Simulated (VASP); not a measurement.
# PtS2 in VASP: further runs

PtS2 is run at these levels: PBEsol+D4; tasks: single point.

Everything below comes from runs of VASP 6.6.1. Logs are shortened: lines on timing, memory, paths and dates and some standing lists are left out, and cuts for length are marked.

## Step 1: The cell of the first run

The cell holds a sheet with vacuum, 3 atoms: a = 3.560 Å, b = 3.560 Å, c = 16.460 Å, α = 90.00°, β = 90.00°, γ = 120.00°.

## Step 2: Single point, PBEsol+D4

The input, INCAR:

```
PREC     = Accurate       # precision mode
ENCUT    = 400            # plane-wave cutoff, eV
EDIFF    = 1E-6           # SCF threshold, eV
ISMEAR   = 0              # smearing method
SIGMA    = 0.03           # smearing width, eV
LREAL    = False          # projectors in reciprocal space
LASPH    = True           # aspherical terms in the spheres
NELM     = 120            # most SCF steps
ALGO     = Normal         # electronic algorithm
ISIF     = 2              # what is computed and relaxed
LWAVE    = False          # write WAVECAR
LCHARG   = True           # write CHGCAR
LDIPOL   = True         
IDIPOL   = 3            
DIPOL    = 0.5 0.5 0.500
GGA      = PS             # functional
IVDW     = 13             # dispersion correction
LELF     = True           # ELF
LVHAR    = True         
LVACPOTAV= True         
NBANDS   = 18             # bands
GGA_COMPAT= False        
NELMDL   = -8
```

The input, KPOINTS:

```
Automatic mesh
0
Gamma
  12 12 1
```

The input, POSCAR:

```
PtS2
1.0
    3.5600000000      0.0000000000      0.0000000000
   -1.7800000000      3.0830504375      0.0000000000
    0.0000000000      0.0000000000     16.4600000000
S Pt
2 1
Direct
    0.3333330000      0.6666670000      0.4252733900
    0.6666670000      0.3333330000      0.5747266100
    0.0000000000      0.0000000000      0.5000000000
```

Potentials or basis: VASP PAW PBE potentials, release 64 (S, Pt).

The run is started by

```
cat potpaw_PBE.64/S/POTCAR potpaw_PBE.64/Pt/POTCAR > POTCAR
mpirun -np 1 vasp_std > vasp.out
```

OUTCAR:

```text
PREC = Accurate
   ENCUT = 400
   EDIFF = 1E-6
   ISMEAR = 0
   LREAL = False
   LASPH = True
   NELM = 120
   ISIF = 2
   GGA = PS
   IVDW = 13
   NELMDL = -8

 ion  position               nearest neighbor table
   1  0.333  0.667  0.425-   3 2.40   3 2.40   3 2.40
   2  0.667  0.333  0.575-   3 2.40   3 2.40   3 2.40
   3  0.000  0.000  0.500-   1 2.40   2 2.40   2 2.40   1 2.40   2 2.40   1 2.40

  LATTYP: Found a hexagonal cell.
 ALAT       =     3.5600000000
 C/A-ratio  =     4.6235955056

  Lattice vectors:

 A1 = (   3.5600000000,   0.0000000000,   0.0000000000)
 A2 = (  -1.7800000000,   3.0830504375,   0.0000000000)
 A3 = (   0.0000000000,   0.0000000000,  16.4600000000)

Analysis of symmetry for initial positions (statically):
=====================================================================
 Subroutine PRICEL returns:
 Original cell was already a primitive cell.

 Routine SETGRP: Setting up the symmetry group for a
 hexagonal supercell.

 Subroutine GETGRP returns: Found 12 space group operations
 (whereof 12 operations were pure point group operations)
 out of a pool of 24 trial point group operations.

The static configuration has the point symmetry D_3d.

Analysis of symmetry for dynamics (positions and initial velocities):
=====================================================================
 Subroutine PRICEL returns:
 Original cell was already a primitive cell.

 Routine SETGRP: Setting up the symmetry group for a
 hexagonal supercell.

 Subroutine GETGRP returns: Found 12 space group operations
 (whereof 12 operations were pure point group operations)
 out of a pool of 24 trial point group operations.

The dynamic configuration has the point symmetry D_3d.

 Subroutine INISYM returns: Found 12 space group operations
 (whereof 12 operations are pure point group operations),
 and found     1 'primitive' translations

----------------------------------------------------------------------------------------

                                     Primitive cell

  volume of cell :     180.6594

  direct lattice vectors                    reciprocal lattice vectors
     3.560000000  0.000000000  0.000000000     0.280898876  0.162177042  0.000000000
    -1.780000000  3.083050437  0.000000000     0.000000000  0.324354084  0.000000000
     0.000000000  0.000000000 16.460000000     0.000000000  0.000000000  0.060753341

  length of vectors
     3.560000000  3.560000000 16.460000000     0.324354084  0.324354084  0.060753341

  position of ions in fractional coordinates (direct lattice)
     0.333333000  0.666667000  0.425273390
     0.666667000  0.333333000  0.574726610
     0.000000000  0.000000000  0.500000000

  ion indices of the primitive-cell ions
   primitive index   ion index
                 1           1
                 2           2
                 3           3

----------------------------------------------------------------------------------------

 KPOINTS: Automatic mesh

Automatic generation of k-mesh.
 Grid dimensions read from file:
 generate k-points for:   12   12    1

 Generating k-lattice:

  Cartesian coordinates                     Fractional coordinates (reciprocal lattice)
     0.023408240  0.013514753  0.000000000     0.083333333  0.000000000  0.000000000
     0.000000000  0.027029507  0.000000000     0.000000000  0.083333333  0.000000000
     0.000000000  0.000000000  0.060753341     0.000000000  0.000000000  1.000000000

  Length of vectors
     0.027029507  0.027029507  0.060753341

  Shift w.r.t. Gamma in fractional coordinates (k-lattice)
     0.000000000  0.000000000  0.000000000

 Subroutine IBZKPT returns following result:
 ===========================================

 Found     19 irreducible k-points:

 Following reciprocal coordinates:
            Coordinates               Weight
  0.000000  0.000000  0.000000      1.000000
  0.083333  0.000000  0.000000      6.000000
  0.166667  0.000000  0.000000      6.000000
  0.250000  0.000000  0.000000      6.000000
  0.333333  0.000000  0.000000      6.000000
  0.416667  0.000000  0.000000      6.000000
[... 11 lines left out ...]
  0.333333  0.250000  0.000000     12.000000
  0.333333  0.333333  0.000000      2.000000
   k-points           NKPTS =     19   k-points in BZ     NKDIM =     19   number of bands    NBANDS=     18
   number of dos      NEDOS =    301   number of ions     NIONS =      3
   total plane-waves  NPLWV =  62208
   dimension x,y,z NGX =    24 NGY =   24 NGZ =  108
   dimension x,y,z NGXF=    48 NGYF=   48 NGZF=  216
   ions per type =               2   1
   NGX,Y,Z   is equivalent  to a cutoff of  11.21, 11.21, 10.91 a.u.
   NGXF,Y,Z  is equivalent  to a cutoff of  22.42, 22.42, 21.82 a.u.
 SYSTEM =  unknown system
   PREC   = accura    normal or accurate (medium, high low for compatibility)
   ISTART =      0    job   : 0-new  1-cont  2-samecut
   ICHARG =      2    charge: 1-file 2-atom 10-const
   ISPIN  =      1    spin polarized calculation?
   LNONCOLLINEAR =      F non collinear calculations
   LSORBIT =      F    spin-orbit coupling
   LASPH  =      T    aspherical Exc in radial PAW
   ENCUT  =  400.0 eV  29.40 Ry    5.42 a.u.   5.81  5.81 26.84*2*pi/ulx,y,z
   NELM   =    120;   NELMIN=  2; NELMDL= -8     # of ELM steps
   EDIFF  = 0.1E-05   stopping-criterion for ELM
   LREAL  =      F    real-space projection
   EDIFFG = 0.1E-04   stopping-criterion for IOM
   NSW    =      0    number of steps for IOM
   IBRION =     -1    ionic relax: 0-MD 1-quasi-New 2-CG
   NFREE  =      0    steps in history (QN), initial steepest desc. (CG)
   ISIF   =      2    stress and relaxation
   ISYM   =      2    0-nonsym 1-usesym 2-fastsym
   POTIM  = 0.5000    time-step for ionic-motion
   TEBEG  =    0.0;   TEEND  =   0.0 temperature during run
   PSTRESS=    0.0 pullay stress
   NELECT =      22.0000    total number of electrons
   NUPDOWN=      -1.0000    fix difference up-down
   EMIN   =  10.00;   EMAX   =-10.00  energy-range for DOS
   EFERMI =   0.00;   METHOD = LEGACY
   ISMEAR =     0;   SIGMA  =   0.03  broadening in eV -4-tet -1-fermi 0-gaus
   EFERMI_NEDOS =   21; number of points for ismear=-14 and -15
   IALGO  =     38    algorithm
   IMIX   =      4    mixing-type and parameters
     AMIX     =   0.40;   BMIX     =  1.00
     AMIX_MAG =   1.60;   BMIX_MAG =  1.00
  volume/ion in A,a.u.               =      60.22       406.38
  Fermi-wavevector in a.u.,A,eV,Ry     =   0.811451  1.533420  8.958791  0.658453
  Thomas-Fermi vector in A             =   1.920813
   LORBIT       =      0    0 simple, 1 ext, 2 COOP (PROOUT), +10 PAW based schemes
   GGA     = PS    functional components
   LHFCALC =     F    Hartree Fock is set to
   AEXX    =    0.0000 exact exchange contribution
   IVDW    =    13    specifies the selected vdW correction
   LEPSILON=     F    determine dielectric tensor
   LRPA    =     F    only Hartree local field effects (RPA)
 non-spin polarized calculation
 Gauss-broadening in eV      SIGMA  =   0.03
  energy-cutoff  :      400.00
  volume of cell :      180.66
 maximum number of plane-waves:      3302
 NGX is ok and might be reduce to    24
   NGX = 11   NGY = 11   NGZ = 53

 dipolmoment           0.000000      0.000000     -0.000000 electrons x Angstroem

 number of electron      21.9999994 magnetization

 dipolmoment           0.000000      0.000000      0.000000 electrons x Angstroem

 Free energy of the ion-electron system (eV)
  ---------------------------------------------------
  ext. energy  EPLUGINS =         0.00000000
  ---------------------------------------------------
  free energy    TOTEN  =       -16.92394474 eV

  energy without entropy =      -16.92394474  energy(sigma->0) =      -16.92394474

 E-fermi :  -2.4942     XC(G=0):  -3.9749

 val. band max:       -2.6593641576   @ k =   0.1667   0.1667   0.0000
 cond. band min:      -0.9009402439   @ k =   0.2500   0.0000   0.0000
 fundamental gap:      1.7584239137
 Fermi energy:        -2.4941690406

 k-point     1 :       0.0000    0.0000    0.0000
  band No.  band energies     occupation
      1     -16.6953      2.00000
      2     -14.4351      2.00000
      3      -8.2509      2.00000
      4      -8.2509      2.00000
      5      -7.9001      2.00000
      6      -5.5494      2.00000
[... 10 lines left out ...]
     17       3.8921      0.00000
     18       5.3189      0.00000

 k-point     2 :       0.0833    0.0000    0.0000
  band No.  band energies     occupation
      1     -16.6080      2.00000
      2     -14.4553      2.00000
      3      -8.2422      2.00000
      4      -8.1963      2.00000
      5      -7.8209      2.00000
      6      -5.6839      2.00000
[... 10 lines left out ...]
     17       4.0582      0.00000
     18       5.3054      0.00000

 k-point     3 :       0.1667    0.0000    0.0000
  band No.  band energies     occupation
      1     -16.3569      2.00000
      2     -14.5110      2.00000
      3      -8.1994      2.00000
      4      -8.0499      2.00000
      5      -7.5977      2.00000
      6      -6.1273      2.00000
[... 10 lines left out ...]
     17       4.5371      0.00000
     18       5.2667      0.00000

 k-point     4 :       0.2500    0.0000    0.0000
  band No.  band energies     occupation
      1     -15.9770      2.00000
      2     -14.5871      2.00000
      3      -8.1246      2.00000
      4      -7.8680      2.00000
      5      -7.3454      2.00000
      6      -6.7194      2.00000
[... 270 lines left out ...]
      4      -7.8090      2.00000
      5      -7.2687      2.00000
      6      -6.4184      2.00000
[... 10 lines left out ...]
     17       6.7559      0.00000
     18       6.8647      0.00000

 k-point    18 :       0.3333    0.2500    0.0000
  band No.  band energies     occupation
      1     -14.8337      2.00000
      2     -14.7442      2.00000
      3      -8.4006      2.00000
      4      -7.8368      2.00000
      5      -7.3760      2.00000
      6      -6.2222      2.00000
[... 10 lines left out ...]
     17       6.7023      0.00000
     18       7.1404      0.00000

 k-point    19 :       0.3333    0.3333    0.0000
  band No.  band energies     occupation
      1     -14.7540      2.00000
      2     -14.7540      2.00000
      3      -8.0801      2.00000
      4      -7.8547      2.00000
      5      -7.8547      2.00000
      6      -6.1255      2.00000
[... 10 lines left out ...]
     17       6.7562      0.00000
     18       6.8091      0.00000

------------------------ aborting loop because EDIFF is reached ----------------------------------------

  DFT-D4 for vdW energy calculation

  Edisp (eV):   -0.44188

  FORCE on cell =-STRESS in cart. coord.  units (eV):
  Direction    XX          YY          ZZ          XY          YZ          ZX
  --------------------------------------------------------------------------------------
  -------------------------------------------------------------------------------------
  Total      -1.80047    -1.80047    -1.00422     0.00000     0.00000     0.00000
  in kB     -15.96750   -15.96750    -8.90592     0.00000     0.00000     0.00000
  external pressure =      -13.61 kB  Pullay stress =        0.00 kB

 VOLUME and BASIS-vectors are now :
 -----------------------------------------------------------------------------
  energy-cutoff  :      400.00
  volume of cell :      180.66
      direct lattice vectors                 reciprocal lattice vectors
     3.560000000  0.000000000  0.000000000     0.280898876  0.162177042  0.000000000
    -1.780000000  3.083050437  0.000000000     0.000000000  0.324354084  0.000000000
     0.000000000  0.000000000 16.460000000     0.000000000  0.000000000  0.060753341

 POSITION                                       TOTAL-FORCE (eV/Angst)
 -----------------------------------------------------------------------------------
     -0.00000      2.05537      7.00000        -0.000000      0.000000      0.400551
      1.78000      1.02768      9.46000         0.000000     -0.000000     -0.400551
      0.00000      0.00000      8.23000        -0.000000      0.000000      0.000000
 -----------------------------------------------------------------------------------
    total drift:                                0.000000      0.000000      0.000000

  FREE ENERGIE OF THE ION-ELECTRON SYSTEM (eV)
  ---------------------------------------------------
  free  energy   TOTEN  =       -17.3658280803 eV

  energy  without entropy=      -17.3658280803  energy(sigma->0) =      -17.36582808

 vacuum level on the upper side and lower side of the slab         3.690         3.690
```

It took 26 s on 1 thread of Intel Xeon 6975P-C (Granite Rapids), shared host; peak memory 0.24 GiB.

Results:

| Property | Result |
| --- | --- |
| Free energy | -17.3658 eV |
| Largest force | 0.401 eV/Å |
| Band gap on the k mesh | 1.76 eV (least direct gap 1.91 eV) |
| Dispersion energy per atom | -0.147 eV |

Forces on the atoms (eV/Å):
```
S    0.000  0.000  0.401
S    0.000  0.000 -0.401
Pt   0.000  0.000  0.000
```

Caveat: the PAW data sets were made with another functional, which shifts forces and pressure a little; spin-orbit coupling is left out, which moves the levels of the heavy elements.

## Step 3: Single point, PBEsol+D4

This run uses another cell than the first one.

The input, INCAR:

```
SYSTEM = PtS2
  PREC = Accurate
  ENCUT = 400
  EDIFF = 1E-6
  ISMEAR = 0
  SIGMA = 0.03
  LREAL = .FALSE.
  LASPH = .TRUE.
  NELM = 120
  ALGO = Normal
  ISIF = 2
  LWAVE = .FALSE.
  LCHARG = .TRUE.
  LDIPOL = .TRUE.
  IDIPOL = 3
  DIPOL = 0.5 0.5 0.287
  GGA = PS
  IVDW = 13
  LELF = .TRUE.
  LVHAR = .TRUE.
  LVACPOTAV = .TRUE.
  NBANDS = 18
  GGA_COMPAT = .FALSE.
  NELMDL = -8
```

The input, KPOINTS:

```
regular mesh
0
G
  12 12 1
  0 0 0
```

The input, POSCAR:

```
PtS2
1.0
    3.5173296947      0.0000000000      0.0000000000
   -1.7586648474      3.0460968691      0.0000000000
    0.0000000000      0.0000000000     28.7200000024
S Pt
2 1
Direct
    0.3333333333      0.6666666667      0.2438920223
    0.6666666667      0.3333333333      0.3292277548
    0.0000000000      0.0000000000      0.2865598886
```

Potentials or basis: VASP PAW PBE potentials, release 64 (S, Pt).

The run is started by

```
cat potpaw_PBE.64/S/POTCAR potpaw_PBE.64/Pt/POTCAR > POTCAR
mpirun -np 1 vasp_std > vasp.out
```

It took 47 s on 1 thread of Intel Xeon 6975P-C (Granite Rapids), shared host; peak memory 0.34 GiB.

It converged, with:

```
Free energy                : -17.3894 eV
Largest force              : 0.025 eV/Å
Band gap on the k mesh     : 1.82 eV (least direct gap 1.98 eV)
Dispersion energy per atom : -0.151 eV
```

Forces on the atoms (eV/Å):
```
S    0.000  0.000  0.025
S    0.000  0.000 -0.025
Pt   0.000  0.000  0.000
```

Levels at points of the mesh, in eV from the valence-band top:
| k point | band 9 | band 10 | band 11 | band 12 | band 13 | band 14 |
| --- | --- | --- | --- | --- | --- | --- |
| (0.00, 0.00, 0.00) | -0.74 | -0.25 | -0.25 | 3.35 | 3.35 | 5.50 |
| (0.50, 0.00, 0.00) | -2.07 | -1.74 | -1.48 | 2.98 | 3.11 | 5.55 |

Caveat: the PAW data sets were made with another functional, which shifts forces and pressure a little; spin-orbit coupling is left out, which moves the levels of the heavy elements.
